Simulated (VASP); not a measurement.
A run of VASP 6.6.1 is set up as follows.

The input INCAR:

```
ALGO = Normal
EDIFF = 1E-6
ENCUT = 1000
GGA = PE
GGA_COMPAT = False
ISIF = 2
ISMEAR = -1
IVDW = 12
LASPH = True
LCHARG = False
LREAL = Auto
LWAVE = False
NBANDS = 64
NELM = 120
PREC = Accurate
SIGMA = 0.02
```

Contents of KPOINTS:

```
k-points
0
Gamma
  1 1 1
```

Contents of POSCAR:

```
H6C2O
1.0
    7.3483620000      0.0000000000      0.0000000000
    0.0000000000      7.3483620000      0.0000000000
    0.0000000000      0.0000000000      7.3483620000
O C H
4 8 24
Direct
    0.8963853277      0.2681598887      0.7643906149
    0.5879695774      0.4797196244      0.2976216541
    0.9202400992      0.8069636292     -0.0647925493
    0.8493505226      0.0454509386      0.2621869108
    0.9567623458      0.1756583284      0.6413767473
    0.6035440169      0.3669874997      0.4173267392
    0.7902427041      0.7266458704     -0.0012168716
    0.9775484637      0.0532645877      0.1561802054
    0.4334891710      0.7728737969      0.6515611772
    0.5002263920      0.1396549038      0.9423598694
    0.2182608915      0.4926791307      0.0611139318
   -0.0200856102      0.6559066420      0.4813319708
    1.0047908026      0.2377150396      0.5108670612
    0.9699933636      0.0249843544      0.6507076228
    0.6079788544      0.2187151956      0.3864465648
    0.6209054441      0.4065708829      0.5631672708
    0.7348898643      0.6023559745     -0.0673202560
    0.7221442949      0.7742187894      0.1254069066
    0.9722902696      0.1385664335      0.0321041183
    1.1087313997     -0.0184375241      0.1858667828
    0.5583867054      0.8528702619      0.6381831325
    0.4017292733      0.7094054931      0.5206079165
    0.3213710143      0.8609801786      0.6945746577
    0.4512911103      0.6670997113      0.7551107034
    0.4002064414      0.0578553568      1.0174508771
    0.5556934488      0.2461000303      1.0309377683
    0.4327240579      0.2019915555      0.8245065243
    0.6113419733      0.0525948717      0.8959593383
    0.2209814258      0.3896496094      0.1688445386
    0.1095786745      0.4622080380     -0.0360371131
    0.3500612708      0.4906558093     -0.0076874900
    0.1962641381      0.6270342671      0.1212947672
    0.0733825883      0.7701191199      0.4613114346
    0.0227473151      0.5440953102      0.3928589357
   -0.1577653613      0.6988633820      0.4447559229
   -0.0154972711      0.6140497190      0.6242947146
```

Potentials or basis: VASP PAW PBE potentials, release 64 (O_h, C_h, H_h).

Command:

```bash
$ cat potpaw_PBE.64/O_h/POTCAR potpaw_PBE.64/C_h/POTCAR potpaw_PBE.64/H_h/POTCAR > POTCAR
$ mpirun -np 1 vasp_gam > vasp.out
```

Problem. Predict the pressure.

Solution. 0.0 GPa.

Problem. Estimate the dispersion energy per atom.

Solution. -0.039 eV.

Stress tensor (GPa, compression positive):
```
 0.02 -0.17  0.17
-0.17  0.07  0.13
 0.17  0.13 -0.04
```

Caveat: the k points lie up to 0.86 Å⁻¹ apart.
